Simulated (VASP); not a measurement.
# Ru (P6_3/mmc) in VASP: further runs

Ru is run at these levels: PBEsol; tasks: single point.

Program: VASP 6.6.1. These are calculated values, not measurements. Logs are shortened: lines on timing, memory, paths and dates and some standing lists are left out, and cuts for length are marked.

## 1. The cell of the first run

It takes space group P6_3/mmc (No. 194, hexagonal). Conventional cell: a = 2.672 Å, b = 2.672 Å, c = 3.963 Å, α = 90.00°, β = 90.00°, γ = 120.00°. Within 3.3 Å of Ru (site symmetry -6m2) lie 12 Ru at 2.51 to 2.67 Å.

## 2. Single point, PBEsol (volume 12.255 Å^3 an atom, c/a of the conventional cell 1.4828)

The input, INCAR:

```
PREC = Accurate
ENCUT = 520
EDIFF = 1E-6
ISMEAR = 0
SIGMA = 0.15
LREAL = False
LASPH = True
NELM = 100
ALGO = Fast
ISIF = 2
LWAVE = False
LCHARG = False
GGA = PS
NBANDS = 21
```

The input, KPOINTS:

```
regular mesh
0
Gamma
  21 21 12
```

The input, POSCAR:

```
Ru
1.0
    2.6724527415      0.0000000000      0.0000000000
   -1.3362263707      2.3144119645      0.0000000000
    0.0000000000      0.0000000000      3.9627129250
Ru
2
Direct
    0.3333333333      0.6666666667      0.2500000000
    0.6666666667      0.3333333333      0.7500000000
```

Potentials or basis: VASP PAW PBE potentials, release 64 (Ru_pv).

On the command line:

```bash
$ cat potpaw_PBE.64/Ru_pv/POTCAR > POTCAR
$ mpirun -np 1 vasp_std > vasp.out
```

OUTCAR:

```text
PREC = Accurate
   ENCUT = 520
   EDIFF = 1E-6
   ISMEAR = 0
   LREAL = False
   LASPH = True
   NELM = 100
   ISIF = 2
   GGA = PS

 ion  position               nearest neighbor table
   1  0.333  0.667  0.250-   2 2.51   2 2.51   2 2.51   2 2.51   2 2.51   2 2.51
   2  0.667  0.333  0.750-   1 2.51   1 2.51   1 2.51   1 2.51   1 2.51   1 2.51

  LATTYP: Found a hexagonal cell.
 ALAT       =     2.6724527415
 C/A-ratio  =     1.4828000000

  Lattice vectors:

 A1 = (   2.6724527415,   0.0000000000,   0.0000000000)
 A2 = (  -1.3362263707,   2.3144119645,   0.0000000000)
 A3 = (   0.0000000000,   0.0000000000,   3.9627129250)

Analysis of symmetry for initial positions (statically):
=====================================================================
 Subroutine PRICEL returns:
 Original cell was already a primitive cell.

 Routine SETGRP: Setting up the symmetry group for a
 hexagonal supercell.

 Subroutine GETGRP returns: Found 24 space group operations
 (whereof 12 operations were pure point group operations)
 out of a pool of 24 trial point group operations.

The static configuration has the point symmetry D_3d.
 The point group associated with its full space group is D_6h.

Analysis of symmetry for dynamics (positions and initial velocities):
=====================================================================
 Subroutine PRICEL returns:
 Original cell was already a primitive cell.

 Routine SETGRP: Setting up the symmetry group for a
 hexagonal supercell.

 Subroutine GETGRP returns: Found 24 space group operations
 (whereof 12 operations were pure point group operations)
 out of a pool of 24 trial point group operations.

The dynamic configuration has the point symmetry D_3d.
 The point group associated with its full space group is D_6h.

 Subroutine INISYM returns: Found 24 space group operations
 (whereof 12 operations are pure point group operations),
 and found     1 'primitive' translations

----------------------------------------------------------------------------------------

                                     Primitive cell

  volume of cell :      24.5100

  direct lattice vectors                    reciprocal lattice vectors
     2.672452741  0.000000000  0.000000000     0.374188095  0.216037597  0.000000000
    -1.336226371  2.314411965  0.000000000     0.000000000  0.432075195  0.000000000
     0.000000000  0.000000000  3.962712925     0.000000000  0.000000000  0.252352370

  length of vectors
     2.672452741  2.672452741  3.962712925     0.432075195  0.432075195  0.252352370

  position of ions in fractional coordinates (direct lattice)
     0.333333333  0.666666667  0.250000000
     0.666666667  0.333333333  0.750000000

  ion indices of the primitive-cell ions
   primitive index   ion index
                 1           1
                 2           2

----------------------------------------------------------------------------------------

 KPOINTS: regular mesh

Automatic generation of k-mesh.
 Grid dimensions read from file:
 generate k-points for:   21   21   12

 Generating k-lattice:

  Cartesian coordinates                     Fractional coordinates (reciprocal lattice)
     0.017818481  0.010287505  0.000000000     0.047619048  0.000000000  0.000000000
     0.000000000  0.020575009  0.000000000     0.000000000  0.047619048  0.000000000
     0.000000000  0.000000000  0.021029364     0.000000000  0.000000000  0.083333333

  Length of vectors
     0.020575009  0.020575009  0.021029364

  Shift w.r.t. Gamma in fractional coordinates (k-lattice)
     0.000000000  0.000000000  0.000000000

 Subroutine IBZKPT returns following result:
 ===========================================

 Found    336 irreducible k-points:

 Following reciprocal coordinates:
            Coordinates               Weight
  0.000000  0.000000  0.000000      1.000000
  0.047619 -0.000000  0.000000      6.000000
  0.095238  0.000000  0.000000      6.000000
  0.142857 -0.000000  0.000000      6.000000
  0.190476  0.000000  0.000000      6.000000
  0.238095 -0.000000  0.000000      6.000000
[... 16 lines left out ...]
  0.142857  0.095238  0.000000     12.000000
  0.190476  0.095238  0.000000     12.000000
 [... further k-points ...]
   k-points           NKPTS =    336   k-points in BZ     NKDIM =    336   number of bands    NBANDS=     21
   number of dos      NEDOS =    301   number of ions     NIONS =      2
   total plane-waves  NPLWV =  12000
   dimension x,y,z NGX =    20 NGY =   20 NGZ =   30
   dimension x,y,z NGXF=    40 NGYF=   40 NGZF=   60
   ions per type =               2
   NGX,Y,Z   is equivalent  to a cutoff of  12.44, 12.44, 12.59 a.u.
   NGXF,Y,Z  is equivalent  to a cutoff of  24.88, 24.88, 25.17 a.u.
 SYSTEM =  unknown system
   PREC   = accura    normal or accurate (medium, high low for compatibility)
   ISTART =      0    job   : 0-new  1-cont  2-samecut
   ICHARG =      2    charge: 1-file 2-atom 10-const
   ISPIN  =      1    spin polarized calculation?
   LNONCOLLINEAR =      F non collinear calculations
   LSORBIT =      F    spin-orbit coupling
   LASPH  =      T    aspherical Exc in radial PAW
   ENCUT  =  520.0 eV  38.22 Ry    6.18 a.u.   4.97  4.97  7.37*2*pi/ulx,y,z
   NELM   =    100;   NELMIN=  2; NELMDL= -5     # of ELM steps
   EDIFF  = 0.1E-05   stopping-criterion for ELM
   LREAL  =      F    real-space projection
   EDIFFG = 0.1E-04   stopping-criterion for IOM
   NSW    =      0    number of steps for IOM
   IBRION =     -1    ionic relax: 0-MD 1-quasi-New 2-CG
   NFREE  =      0    steps in history (QN), initial steepest desc. (CG)
   ISIF   =      2    stress and relaxation
   ISYM   =      2    0-nonsym 1-usesym 2-fastsym
   POTIM  = 0.5000    time-step for ionic-motion
   TEBEG  =    0.0;   TEEND  =   0.0 temperature during run
   PSTRESS=    0.0 pullay stress
   NELECT =      28.0000    total number of electrons
   NUPDOWN=      -1.0000    fix difference up-down
   EMIN   =  10.00;   EMAX   =-10.00  energy-range for DOS
   EFERMI =   0.00;   METHOD = LEGACY
   ISMEAR =     0;   SIGMA  =   0.15  broadening in eV -4-tet -1-fermi 0-gaus
   EFERMI_NEDOS =   21; number of points for ismear=-14 and -15
   IALGO  =     68    algorithm
   IMIX   =      4    mixing-type and parameters
     AMIX     =   0.40;   BMIX     =  1.00
     AMIX_MAG =   1.60;   BMIX_MAG =  1.00
  volume/ion in A,a.u.               =      12.25        82.70
  Fermi-wavevector in a.u.,A,eV,Ry     =   1.711380  3.234039 39.849027  2.928821
  Thomas-Fermi vector in A             =   2.789505
   LORBIT       =      0    0 simple, 1 ext, 2 COOP (PROOUT), +10 PAW based schemes
   GGA     = PS    functional components
   LHFCALC =     F    Hartree Fock is set to
   AEXX    =    0.0000 exact exchange contribution
   IVDW    =     0    specifies the selected vdW correction
   LEPSILON=     F    determine dielectric tensor
   LRPA    =     F    only Hartree local field effects (RPA)
 non-spin polarized calculation
 RMM-DIIS sequential band-by-band and
 Gauss-broadening in eV      SIGMA  =   0.15
  energy-cutoff  :      520.00
  volume of cell :       24.51
 maximum number of plane-waves:       684
 NGX is ok and might be reduce to    20
   NGX =  9   NGY =  9   NGZ = 15

 number of electron      27.9999992 magnetization

 Free energy of the ion-electron system (eV)
  ---------------------------------------------------
  ext. energy  EPLUGINS =         0.00000000
  ---------------------------------------------------
  free energy    TOTEN  =       -19.99112792 eV

  energy without entropy =      -19.97532620  energy(sigma->0) =      -19.98322706

 E-fermi :  14.7014     XC(G=0): -14.9163

 val. band max:       14.6957178322   @ k =   0.2381   0.0476   0.0833
 cond. band min:      14.7028231593   @ k =   0.4762   0.0476   0.3333
 fundamental gap:      0.0071053271
 Fermi energy:        14.7014173756

 k-point     1 :       0.0000    0.0000    0.0000
  band No.  band energies     occupation
      1     -29.5014      2.00000
      2     -28.1896      2.00000
      3     -28.1896      2.00000
      4     -27.8676      2.00000
      5     -27.8676      2.00000
      6     -27.7010      2.00000
[... 13 lines left out ...]
     20      27.1366      0.00000
     21      29.2490      0.00000

 k-point     2 :       0.0476   -0.0000    0.0000
  band No.  band energies     occupation
      1     -29.4904      2.00000
      2     -28.2087      2.00000
      3     -28.1971      2.00000
      4     -27.8882      2.00000
      5     -27.8691      2.00000
      6     -27.7078      2.00000
[... 13 lines left out ...]
     20      27.1276      0.00000
     21      29.4023      0.00000

 k-point     3 :       0.0952    0.0000    0.0000
  band No.  band energies     occupation
      1     -29.4579      2.00000
      2     -28.2645      2.00000
      3     -28.2188      2.00000
      4     -27.9477      2.00000
      5     -27.8738      2.00000
      6     -27.7282      2.00000
[... 13 lines left out ...]
     20      24.8559      0.00000
     21      27.1166      0.00000

 k-point     4 :       0.1429   -0.0000    0.0000
  band No.  band energies     occupation
      1     -29.4051      2.00000
      2     -28.3522      2.00000
      3     -28.2519      2.00000
      4     -28.0396      2.00000
      5     -27.8820      2.00000
      6     -27.7618      2.00000
[... 13 lines left out ...]
     20      24.8557      0.00000
     21      27.0520      0.00000

 k-point     5 :       0.1905    0.0000    0.0000
  band No.  band energies     occupation
      1     -29.3343      2.00000
      2     -28.4640      2.00000
      3     -28.2928      2.00000
      4     -28.1539      2.00000
      5     -27.8936      2.00000
      6     -27.8084      2.00000
[... 13 lines left out ...]
     20      24.8556      0.00000
     21      26.9294      0.00000
[... 382 lines left out ...]
     20      26.7670      0.00000
     21      27.3346      0.00000

 k-point    22 :       0.0952    0.0952    0.0000
  band No.  band energies     occupation
      1     -29.3743      2.00000
      2     -28.3817      2.00000
      3     -28.3037      2.00000
      4     -28.0651      2.00000
      5     -27.8996      2.00000
      6     -27.7819      2.00000
[... 13 lines left out ...]
     20      24.8556      0.00000
     21      27.0089      0.00000

 k-point    23 :       0.1429    0.0952    0.0000
  band No.  band energies     occupation
      1     -29.3046      2.00000
      2     -28.4739      2.00000
      3     -28.3777      2.00000
      4     -28.1430      2.00000
      5     -27.9209      2.00000
      6     -27.8282      2.00000
[... 13 lines left out ...]
     20      24.8555      0.00000
     21      26.8925      0.00000

 k-point    24 :       0.1905    0.0952    0.0000
  band No.  band energies     occupation
      1     -29.2200      2.00000
      2     -28.5877      2.00000
      3     -28.4532      2.00000
      4     -28.2276      2.00000
      5     -27.9431      2.00000
      6     -27.8865      2.00000
[... 13 lines left out ...]
     20      24.8553      0.00000
     21      26.7457      0.00000

 [... further k-points ...]

------------------------ aborting loop because EDIFF is reached ----------------------------------------

  FORCE on cell =-STRESS in cart. coord.  units (eV):
  Direction    XX          YY          ZZ          XY          YZ          ZX
  --------------------------------------------------------------------------------------
  -------------------------------------------------------------------------------------
  Total        3.8247619      3.8247619     10.0885858      0.0000000     -0.0000000     -0.0000000
  in kB      250.0182288    250.0182288    659.4738255      0.0000000     -0.0000000     -0.0000000
  external PRESSURE =     386.5034277 kB  Pullay stress =       0.0000000 kB

 VOLUME and BASIS-vectors are now :
 -----------------------------------------------------------------------------
  energy-cutoff  :      520.00
  volume of cell :       24.51
      direct lattice vectors                 reciprocal lattice vectors
     2.672452741  0.000000000  0.000000000     0.374188095  0.216037597  0.000000000
    -1.336226371  2.314411965  0.000000000     0.000000000  0.432075195  0.000000000
     0.000000000  0.000000000  3.962712925     0.000000000  0.000000000  0.252352370

 POSITION                                       TOTAL-FORCE (eV/Angst)
 -----------------------------------------------------------------------------------
     -0.00000      1.54294      0.99068        -0.000000      0.000000      0.000000
      1.33623      0.77147      2.97203         0.000000      0.000000      0.000000
 -----------------------------------------------------------------------------------
    total drift:                               -0.000000      0.000000     -0.000000

  FREE ENERGIE OF THE ION-ELECTRON SYSTEM (eV)
  ---------------------------------------------------
  free  energy   TOTEN  =       -19.9911279164 eV

  energy  without entropy=      -19.9753262045  energy(sigma->0) =      -19.98322706
```

Wall time 74 s (1 thread of AMD EPYC 9R45 (Zen 5), shared host); peak memory 0.21 GiB.

What came out:

```
Free energy            : -19.9911 eV
Pressure               : 38.7 GPa
Band gap on the k mesh : zero (band 14 reaches 16.23 eV, above the bottom of band 15 at 12.54 eV)
```

Stress tensor (GPa, compression positive):
```
25.00  0.00  0.00
 0.00 25.00  0.00
 0.00  0.00 65.95
```

Caveat: the PAW data sets were made with another functional, which shifts forces and pressure a little.

## 3. Single point, PBEsol (volume 12.255 Å^3 an atom, c/a of the conventional cell 1.6857)

The input, INCAR:

```
ALGO = Fast
EDIFF = 1E-6
ENCUT = 520
GGA = PS
ISIF = 2
ISMEAR = 0
LASPH = True
LCHARG = False
LREAL = False
LWAVE = False
NBANDS = 21
NELM = 60
PREC = Accurate
SIGMA = 0.15
```

The input, KPOINTS:

```
k-points
0
Gamma
  21 21 12
```

The input, POSCAR:

```
Ru
1.0
    2.5606140901      0.0000000000      0.0000000000
   -1.2803070450      2.2175568513      0.0000000000
    0.0000000000      0.0000000000      4.3164271716
Ru
2
Direct
    0.3333333333      0.6666666667      0.2500000000
    0.6666666667      0.3333333333      0.7500000000
```

Potentials or basis: VASP PAW PBE potentials, release 64 (Ru_pv).

On the command line:

```bash
$ cat potpaw_PBE.64/Ru_pv/POTCAR > POTCAR
$ mpirun -np 1 vasp_std > vasp.out
```

It took 70 s on 1 thread of AMD EPYC 9R45 (Zen 5), shared host; peak memory 0.21 GiB.

It converged, with:

* Free energy: -20.0024 eV
* Pressure: 36.4 GPa
* Band gap on the k mesh: zero (band 14 reaches 16.66 eV, above the bottom of band 15 at 13.02 eV)

Stress tensor (GPa, compression positive):
```
50.05  0.00  0.00
 0.00 50.05  0.00
 0.00  0.00  9.03
```

Levels at points of the mesh, in eV from the Fermi level:
| k point | band 10 | band 11 | band 12 | band 13 | band 14 | band 15 | band 16 | band 17 | band 18 | band 19 |
| --- | --- | --- | --- | --- | --- | --- | --- | --- | --- | --- |
| (0.00, 0.00, 0.00) | -2.99 | -2.99 | -2.35 | -2.35 | -1.06 | -1.06 | 0.62 | 1.42 | 1.42 | 10.16 |
| (0.00, 0.00, 0.50) | -3.47 | -3.03 | -3.03 | -3.03 | -3.03 | 0.66 | 0.66 | 0.66 | 0.66 | 10.18 |

Caveat: the PAW data sets were made with another functional, which shifts forces and pressure a little.

(Part 1 of 3 ends here.)
